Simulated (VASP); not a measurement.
# Se (Im-3m) in VASP: notebook, part 2 of 2

VASP 6.6.1.

## 3. Single point, LDA

Contents of INCAR:

```
SYSTEM = Se
ALGO = Normal ; EDIFF = 1E-7
ENCUT = 520 ; ISIF = 2
ISMEAR = -1 ; LASPH = .TRUE.
LCHARG = .TRUE. ; LELF = .TRUE.
LREAL = .FALSE. ; LVHAR = .TRUE.
LWAVE = .FALSE. ; NBANDS = 9
NELM = 60 ; PREC = Accurate
SIGMA = 0.1
```

Contents of KPOINTS:

```
k-points
0
G
  18 18 18
  0 0 0
```

Contents of POSCAR:

```
Se
1.0
   -1.4178072656      1.4178072656      1.4178072656
    1.4178072656     -1.4178072656      1.4178072656
    1.4178072656      1.4178072656     -1.4178072656
Se
1
Direct
    0.0000000000      0.0000000000      0.0000000000
```

Potentials or basis: VASP PAW LDA potentials, release 64 (Se).

Run with:

```sh
> cat potpaw_LDA.64/Se/POTCAR > POTCAR
> mpirun -np 1 vasp_std > vasp.out
```

OUTCAR:

```text
SYSTEM = Se
   EDIFF = 1E-7
   ENCUT = 520
   ISIF = 2
   ISMEAR = -1
   LASPH = .TRUE.
   LREAL = .FALSE.
   NELM = 60
   PREC = Accurate

 ion  position               nearest neighbor table
   1  0.000  0.000  0.000-

  LATTYP: Found a body centered cubic cell.
 ALAT       =     2.8356145312

  Lattice vectors:

 A1 = (  -1.4178072656,   1.4178072656,   1.4178072656)
 A2 = (   1.4178072656,  -1.4178072656,   1.4178072656)
 A3 = (   1.4178072656,   1.4178072656,  -1.4178072656)

Analysis of symmetry for initial positions (statically):
=====================================================================
 Subroutine PRICEL returns:
 Original cell was already a primitive cell.

 Routine SETGRP: Setting up the symmetry group for a
 body centered cubic supercell.

 Subroutine GETGRP returns: Found 48 space group operations
 (whereof 48 operations were pure point group operations)
 out of a pool of 48 trial point group operations.

The static configuration has the point symmetry O_h .

Analysis of symmetry for dynamics (positions and initial velocities):
=====================================================================
 Subroutine PRICEL returns:
 Original cell was already a primitive cell.

 Routine SETGRP: Setting up the symmetry group for a
 body centered cubic supercell.

 Subroutine GETGRP returns: Found 48 space group operations
 (whereof 48 operations were pure point group operations)
 out of a pool of 48 trial point group operations.

The dynamic configuration has the point symmetry O_h .

 Subroutine INISYM returns: Found 48 space group operations
 (whereof 48 operations are pure point group operations),
 and found     1 'primitive' translations

----------------------------------------------------------------------------------------

                                     Primitive cell

  volume of cell :      11.4002

  direct lattice vectors                    reciprocal lattice vectors
    -1.417807266  1.417807266  1.417807266     0.000000000  0.352657242  0.352657242
[... 109 lines left out ...]
   GGA     = CA    functional components
   LHFCALC =     F    Hartree Fock is set to
   AEXX    =    0.0000 exact exchange contribution
   IVDW    =     0    specifies the selected vdW correction
   LEPSILON=     F    determine dielectric tensor
   LRPA    =     F    only Hartree local field effects (RPA)
 non-spin polarized calculation
  energy-cutoff  :      520.00
  volume of cell :       11.40
 maximum number of plane-waves:       321
   NGX =  9   NGY =  9   NGZ =  9

 number of electron       5.9999997 magnetization

 Free energy of the ion-electron system (eV)
  ---------------------------------------------------
  ext. energy  EPLUGINS =         0.00000000
  ---------------------------------------------------
  free energy    TOTEN  =        -1.59710444 eV

  energy without entropy =       -1.58105462  energy(sigma->0) =       -1.58907953

 E-fermi :  15.0698     XC(G=0): -13.4860

 val. band max:       15.0651237981   @ k =   0.5000   0.5000   0.0556
 cond. band min:      15.0705443369   @ k =   0.1667   0.0556   0.0000
 fundamental gap:      0.0054205388
 Fermi energy:        15.0697995587

 k-point     1 :       0.0000    0.0000    0.0000
  band No.  band energies     occupation
      1      -8.4047      2.00000
      2      22.2774      0.00000
      3      22.2774      0.00000
      4      22.2774      0.00000
      5      29.0996      0.00000
      6      29.0996      0.00000
      7      29.0996      0.00000
      8      32.8469      0.00000
      9      32.8469      0.00000
[... 265 lines left out ...]
 k-point    24 :       0.3889    0.1111    0.0000
  band No.  band energies     occupation
      1      -1.0254      2.00000
      2       3.8124      2.00000
      3      13.3420      2.00000
      4      17.4662      0.00000
      5      23.8907      0.00000
      6      26.7223      0.00000
      7      33.6390      0.00000
      8      37.2300      0.00000
      9      40.7449      0.00000

 [... further k-points ...]

------------------------ aborting loop because EDIFF is reached ----------------------------------------

  FORCE on cell =-STRESS in cart. coord.  units (eV):
  Direction    XX          YY          ZZ          XY          YZ          ZX
  --------------------------------------------------------------------------------------
  -------------------------------------------------------------------------------------
  Total       10.1426200     10.1426200     10.1426200     -0.0000000      0.0000000     -0.0000000
  in kB     1425.4406885   1425.4406885   1425.4406885     -0.0000000      0.0000000     -0.0000000
  external PRESSURE =    1425.4406885 kB  Pullay stress =       0.0000000 kB

 VOLUME and BASIS-vectors are now :
 -----------------------------------------------------------------------------
  energy-cutoff  :      520.00
  volume of cell :       11.40
      direct lattice vectors                 reciprocal lattice vectors
    -1.417807266  1.417807266  1.417807266     0.000000000  0.352657242  0.352657242
     1.417807266 -1.417807266  1.417807266     0.352657242  0.000000000  0.352657242
     1.417807266  1.417807266 -1.417807266     0.352657242  0.352657242  0.000000000

 POSITION                                       TOTAL-FORCE (eV/Angst)
 -----------------------------------------------------------------------------------
      0.00000      0.00000      0.00000         0.000000     -0.000000     -0.000000
 -----------------------------------------------------------------------------------
    total drift:                                0.000000     -0.000000      0.000000

  FREE ENERGIE OF THE ION-ELECTRON SYSTEM (eV)
  ---------------------------------------------------
  free  energy   TOTEN  =        -1.5971044396 eV

  energy  without entropy=       -1.5810546230  energy(sigma->0) =       -1.58907953
```

Wall time 18 s (1 thread of Intel Xeon 8259CL, shared host); peak memory 0.13 GiB.

Results:

```
Free energy            : -1.5971 eV
Pressure               : 142.5 GPa
Band gap on the k mesh : zero (bands 3 and 4 overlap by 14.18 eV)
```

Caveat: the cell stands under pressure.

## 4. Relaxation of cell and atoms, LDA, target pressure 140 GPa, at which the enthalpy is minimised

Contents of INCAR:

```
SYSTEM = Se
PREC = Accurate
ENCUT = 600
EDIFF = 1E-6
ISMEAR = -1
SIGMA = 0.1
LREAL = .False.
LASPH = .True.
NELM = 80
ALGO = Normal
ISIF = 3
LWAVE = .False.
LCHARG = .False.
GGA = CA
IBRION = 2
NSW = 60
EDIFFG = -0.005
PSTRESS = 1400.0
```

Contents of KPOINTS:

```
regular mesh
0
Gamma
  18 18 18
  0 0 0
```

Contents of POSCAR:

```
Se
1.0
   -1.4185101887      1.4185101887      1.4185101887
    1.4185101887     -1.4185101887      1.4185101887
    1.4185101887      1.4185101887     -1.4185101887
Se
1
Direct
    0.0000000000      0.0000000000      0.0000000000
```

Run with:

```sh
> cat potpaw_LDA.64/Se/POTCAR > POTCAR
> mpirun -np 1 vasp_std > vasp.out
```

Wall time 34 s (1 thread of Intel Xeon 8259CL, shared host); peak memory 0.13 GiB.

Results (log left out):

```
Free energy                                                : -1.6414 eV
Relaxed volume                                             : 11.45 Å³/atom
Relaxed cell                                               : a = 2.459 Å, b = 2.459 Å, c = 2.459 Å, α = 109.47°, β = 109.47°, γ = 109.47°
Space group after relaxing (to 0.1 Å)                      : Im-3m (No. 229)
Energy change on relaxing (the run minimises the enthalpy) : -29.0 meV/atom
Ionic steps                                                : 3
Pressure after relaxing                                    : 140.0 GPa
Band gap on the k mesh                                     : zero (bands 3 and 4 overlap by 14.09 eV)
```

Step by step:
```
step  energy change (eV)  largest force (eV/Å)  pressure (GPa)  volume (Å³)
   1              0.0000                0.0000          141.67        11.42
   2             -0.1690                0.0000          131.90        11.62
   3             -0.0290                0.0000          139.99        11.45
```

Final structure:
```yaml
crystal:
  lattice:
    - [-1.41988, 1.41988, 1.41988]
    - [1.41988, -1.41988, 1.41988]
    - [1.41988, 1.41988, -1.41988]
  atoms:
    - { symbol: Se, position: [0.00000, 0.00000, 0.00000] }
```

Levels at points of the mesh, in eV from the Fermi level:
| k point | band 1 | band 2 | band 3 | band 4 | band 5 | band 6 | band 7 |
| --- | --- | --- | --- | --- | --- | --- | --- |
| (0.00, 0.00, 0.00) | -23.40 | 7.16 | 7.16 | 7.16 | 14.01 | 14.01 | 14.01 |
| (0.50, 0.00, 0.00) | -15.35 | -12.77 | 0.47 | 3.90 | 7.46 | 8.02 | 21.75 |
| (0.50, 0.50, 0.50) | -8.10 | -6.18 | -6.18 | -6.18 | 0.61 | 0.61 | 29.82 |

Caveat: the cell is relaxed towards a set pressure, so the run minimises the enthalpy, not the energy.

## 5. Relaxation of cell and atoms, LDA, target pressure 140 GPa, at which the enthalpy is minimised

Contents of INCAR:

```
SYSTEM = Se
PREC = Accurate
ENCUT = 600
EDIFF = 1E-6
ISMEAR = -1
SIGMA = 0.1
LREAL = .FALSE.
LASPH = .TRUE.
NELM = 80
ALGO = Normal
ISIF = 3
LWAVE = .FALSE.
LCHARG = .FALSE.
IBRION = 2
NSW = 32
EDIFFG = -0.005
PSTRESS = 1400.0
```

Contents of KPOINTS:

```
regular mesh
0
G
  18 18 18
  0 0 0
```

Contents of POSCAR:

```
Se
1.0
   -1.4177264856      1.4177264856      1.4177264856
    1.4177264856     -1.4177264856      1.4177264856
    1.4177264856      1.4177264856     -1.4177264856
Se
1
Direct
    0.0000000000      0.0000000000      0.0000000000
```

Run with:

```sh
> cat potpaw_LDA.64/Se/POTCAR > POTCAR
> mpirun -np 1 vasp_std > vasp.out
```

It took 32 s on 1 thread of Intel Xeon 8259CL, shared host; peak memory 0.13 GiB.

Results (log left out):

| Quantity | Value |
| --- | --- |
| Free energy | -1.6418 eV |
| Relaxed volume | 11.45 Å³/atom |
| Relaxed cell | a = 2.459 Å, b = 2.459 Å, c = 2.459 Å, α = 109.47°, β = 109.47°, γ = 109.47° |
| Space group after relaxing (to 0.1 Å) | Im-3m (No. 229) |
| Energy change on relaxing (the run minimises the enthalpy) | -46.1 meV/atom |
| Ionic steps | 3 |
| Pressure after relaxing | 140.0 GPa |
| Band gap on the k mesh | zero (bands 3 and 4 overlap by 14.09 eV) |

Step by step:
| step | energy change (eV) | largest force (eV/Å) | pressure (GPa) | volume (Å³) |
| --- | --- | --- | --- | --- |
| 1 | 0.0000 | 0.0000 | 142.64 | 11.40 |
| 2 | -0.2633 | 0.0000 | 127.41 | 11.71 |
| 3 | -0.0461 | 0.0000 | 139.97 | 11.45 |

Final structure:
```
Se
1.0
    -1.41989    1.41989    1.41989
     1.41989   -1.41989    1.41989
     1.41989    1.41989   -1.41989
Se
1
Direct
  0.00000 0.00000 0.00000
```

Levels at points of the mesh, in eV from the Fermi level:
```
           k point  band 1  band 2  band 3  band 4  band 5  band 6  band 7
(0.00, 0.00, 0.00)  -23.40    7.16    7.16    7.16   14.01   14.01   14.01
(0.50, 0.00, 0.00)  -15.35  -12.77    0.47    3.90    7.46    8.02   21.75
(0.50, 0.50, 0.50)   -8.10   -6.18   -6.18   -6.18    0.61    0.61   29.82
```

Caveat: the cell is relaxed towards a set pressure, so the run minimises the enthalpy, not the energy.

## 6. Summary

| task | cell | cutoff (eV) | gap on the mesh (eV) | pressure (GPa) |
| --- | --- | --- | --- | --- |
| single point | a = 2.456 Å, angles 109.5°, 1 atom | 520 | none | 142.5 |
| relaxation of cell and atoms | relaxed to 140 GPa from a = 2.457 Å, angles 109.5°, 1 atom | 600 | none | 140.0 |
| relaxation of cell and atoms | relaxed to 140 GPa from a = 2.456 Å, angles 109.5°, 1 atom | 600 | none | 140.0 |

Alike in all rows: level LDA; potentials or basis VASP PAW LDA potentials, release 64 (Se); no spin polarisation; k mesh 18 × 18 × 18; smearing fermi-dirac 0.1 eV.

Caveats: the cell is relaxed towards a set pressure, so the run minimises the enthalpy, not the energy (at least some runs); the cell stands under pressure (at least some runs).

Total energies depend on the potentials used, so only differences within one code and one set of settings carry meaning.
